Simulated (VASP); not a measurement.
Write the native input for VASP 6.6.1 that does the following.

| Property | Result |
| --- | --- |
| Task | single point |
| Functional | PBE |
| Potentials or basis | VASP PAW PBE potentials, release 64 (Al, H) |
| Cutoff | 520 eV |
| k mesh | 6 × 6 × 6 |
| Occupations | gaussian, width 0.1 eV |
| Spin | no spin polarisation |
| Dipole correction | no |
| Further INCAR settings | ALGO = Normal; EDIFF = 1e-07; NBANDS = 13 |

The structure of AlH5 lies in POSCAR:

```
AlH5
1.0
    0.0000000000      3.0981072900      3.0981072900
    3.0981072900      0.0000000000      3.0981072900
    3.0981072900      3.0981072900      0.0000000000
Al H
1 5
Direct
    0.0000000000      0.0000000000      0.0000000000
    0.2500000000      0.2500000000      0.2500000000
    0.1295901500      0.6234699500      0.6234699500
    0.6234699500      0.6234699500      0.6234699500
    0.6234699500      0.6234699500      0.1295901500
    0.6234699500      0.1295901500      0.6234699500
```

The cell was generated, and may not be a known phase.

The input as run:

INCAR

```
SYSTEM = AlH5
PREC = Accurate
ENCUT = 520
EDIFF = 1E-7
ISMEAR = 0
SIGMA = 0.1
LREAL = .False.
LASPH = .True.
NELM = 100
ALGO = Normal
ISIF = 2
LWAVE = .False.
LCHARG = .False.
GGA = PE
NBANDS = 13
```

KPOINTS

```
Automatic mesh
0
Gamma
  6 6 6
  0 0 0
```

Potentials or basis: VASP PAW PBE potentials, release 64 (Al, H).

The run is started by

```sh
$ cat potpaw_PBE.64/Al/POTCAR potpaw_PBE.64/H/POTCAR > POTCAR
$ mpirun -np 1 vasp_std > vasp.out
```

It gave:

| Quantity | Value |
| --- | --- |
| Pressure | -18.9 GPa |
| Band gap on the k mesh | zero (bands 4 and 5 overlap by 1.64 eV) |

Caveat: the cell stands under tension.

It took 38 s on 1 thread of Intel Xeon 8259CL, on a shared host, peak memory 0.19 GiB.
